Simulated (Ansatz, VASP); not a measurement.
One calculation of ScAgTe2, two programs

File INCAR:

```
SYSTEM = ScAgTe2
PREC = Accurate
ENCUT = 520
EDIFF = 1E-7
ISMEAR = 0
SIGMA = 0.01
LREAL = .FALSE.
LASPH = .TRUE.
NELM = 60
ALGO = Normal
ISIF = 2
LWAVE = .FALSE.
LCHARG = .FALSE.
GGA = PE
NBANDS = 25
```

The input KPOINTS:

```
regular mesh
0
G
  6 6 6
  0 0 0
```

POSCAR

```
ScAgTe2
1.0
    2.0690364071      1.1945587266      6.8688156993
   -2.0690364071      1.1945587266      6.8688156993
    0.0000000000     -2.3891174532      6.8688156993
Ag Sc Te
1 1 2
Direct
    1.0000000000      0.0000000000      0.0000000000
    0.5000000000      0.5000000000      0.5000000000
    0.2467595872      0.2467595872      0.2467595872
    0.7532404128      0.7532404128      0.7532404128
```

Input for Ansatz:

```yaml
crystal:
  lattice:
    - [2.0690364071, 1.1945587266, 6.8688156993]
    - [-2.0690364071, 1.1945587266, 6.8688156993]
    - [0.0, -2.3891174532, 6.8688156993]
  atoms:
    - { symbol: Ag, position: [1.0, 0.0, 0.0] }
    - { symbol: Sc, position: [0.5, 0.5, 0.5] }
    - { symbol: Te, position: [0.2467595872, 0.2467595872, 0.2467595872] }
    - { symbol: Te, position: [0.7532404128, 0.7532404128, 0.7532404128] }
kpoints:
  mp_grid: { grid: [6, 6, 6] }
hamiltonian:
  xc: pbe
scf:
  occupations: { method: fixed }
  n_extra_bands: 5
output:
  forces: true
  stress: true
  eigenvalues: true
```

Alike in both runs: task single point; functional PBE; k mesh 6 × 6 × 6; no spin polarisation.

|  | VASP | Ansatz |
| --- | --- | --- |
| version | VASP 6.6.1 | Ansatz 0.2.0 |
| potentials or method | VASP PAW PBE potentials, release 64 (Ag, Sc_sv, Te) | plane waves, PAW |
| plane-wave cutoff (eV) | 520 | 420 |
| occupations | gaussian, width 0.01 eV | fixed |
| valence electrons in the cell | 34 | 62 |

Ansatz gave:

- gap on the k mesh at the Fermi level (eV): 0.17
- pressure (GPa): 3.9
- rms of the force components (eV/Å): 0.076

Task: What did VASP give for the same quantities?

Result: gap on the k mesh at the Fermi level (eV): 0.16; pressure (GPa): 4.0; rms of the force components (eV/Å): 0.085.

Atom by atom the forces differ by 0.009 eV/Å (rms over components). VASP's potentials hold 34 valence electrons a cell and Ansatz's 62, so a difference there can come from the potentials and not from the codes.

Neither program's run includes spin-orbit coupling.
